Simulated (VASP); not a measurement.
A run of VASP 6.6.1 is set up as follows.

The input INCAR:

```
SYSTEM = ScAl7N8
ALGO     = Normal         ! electronic algorithm
EDIFF    = 1E-6           ! SCF threshold, eV
ENCUT    = 520            ! plane-wave cutoff, eV
GGA      = PE             ! functional
ISIF     = 2              ! what is computed and relaxed
ISMEAR   = 0              ! smearing method
LASPH    = .TRUE.         ! aspherical terms in the spheres
LCHARG   = .FALSE.        ! write CHGCAR
LREAL    = Auto         
LWAVE    = .FALSE.        ! write WAVECAR
NBANDS   = 94             ! bands
NELM     = 100            ! most SCF steps
PREC     = Accurate       ! precision mode
SIGMA    = 0.01           ! smearing width, eV
```

Contents of KPOINTS:

```
k-points
0
G
  4 4 3
  0 0 0
```

The input POSCAR:

```
ScAl7N8
1.0
    6.3708267696      0.0000000000      0.0000000000
   -3.1854133848      5.5172978255      0.0000000000
    0.0000000000      0.0000000000     10.0493724481
Al Sc N
14 2 16
Direct
    0.3365166372      0.1634833628      0.2504457176
    0.3365166372      0.1634833628      0.7504457176
    0.1680144279      0.8340072139     -0.0007976343
    0.3365166372      0.6730332743      0.2504457176
    0.1680144279      0.8340072139      0.4992023657
    0.3365166372      0.6730332743      0.7504457176
    0.6659927861      0.3319855721     -0.0007976343
    0.8269667257      0.1634833628      0.2504457176
    0.6659927861      0.3319855721      0.4992023657
    0.8269667257      0.1634833628      0.7504457176
    0.6659927861      0.8340072139     -0.0007976343
    0.8333333333      0.6666666667      0.2488336788
    0.6659927861      0.8340072139      0.4992023657
    0.8333333333      0.6666666667      0.7488336788
    0.1666666667      0.3333333333     -0.0045858749
    0.1666666667      0.3333333333      0.4954141251
    0.1666666667      0.3333333333      0.2075786093
    0.3440087289      0.1559912711      0.4387450226
    0.1666666667      0.3333333333      0.7075786093
    0.3440087289      0.1559912711      0.9387450226
    0.1653019692      0.8326509846      0.1900414752
    0.3440087289      0.6880174578      0.4387450226
    0.1653019692      0.8326509846      0.6900414752
    0.3440087289      0.6880174578      0.9387450226
    0.6673490154      0.3346980308      0.1900414752
    0.8119825422      0.1559912711      0.4387450226
    0.6673490154      0.3346980308      0.6900414752
    0.8119825422      0.1559912711      0.9387450226
    0.6673490154      0.8326509846      0.1900414752
    0.8333333333      0.6666666667      0.4408698436
    0.6673490154      0.8326509846      0.6900414752
    0.8333333333      0.6666666667      0.9408698436
```

Potentials or basis: VASP PAW PBE potentials, release 64 (Al, Sc_sv, N).

The run is started by

```sh
$ cat potpaw_PBE.64/Al/POTCAR potpaw_PBE.64/Sc_sv/POTCAR potpaw_PBE.64/N/POTCAR > POTCAR
$ mpirun -np 1 vasp_std > vasp.out
```

Q: What does it give for the largest force?

A: 0.069 eV/Å.

Q: Predict the band gap on the k mesh.

A: 3.89 eV.

Q: What does it give for the pressure?

A: 0.8 GPa.

Forces on the atoms (eV/Å):
```
Al   0.002 -0.001  0.000
Al   0.002 -0.001  0.000
Al   0.002  0.001  0.002
Al   0.000  0.002  0.000
Al   0.002  0.001  0.002
Al   0.000  0.002  0.000
Al   0.000 -0.002  0.002
Al  -0.002 -0.001  0.000
Al   0.000 -0.002  0.002
Al  -0.002 -0.001  0.000
Al  -0.002  0.001  0.002
Al   0.000  0.000 -0.002
Al  -0.002  0.001  0.002
Al   0.000  0.000 -0.002
Sc   0.000  0.000  0.018
Sc   0.000  0.000  0.018
N    0.000  0.000  0.044
N    0.057 -0.033 -0.020
N    0.000  0.000  0.044
N    0.057 -0.033 -0.020
N   -0.001 -0.001 -0.003
N    0.000  0.066 -0.020
N   -0.001 -0.001 -0.003
N    0.000  0.066 -0.020
N    0.000  0.001 -0.003
N   -0.057 -0.033 -0.020
N    0.000  0.001 -0.003
N   -0.057 -0.033 -0.020
N    0.001 -0.001 -0.003
N    0.000  0.000  0.003
N    0.001 -0.001 -0.003
N    0.000  0.000  0.003
```

A k mesh can miss the band edges.
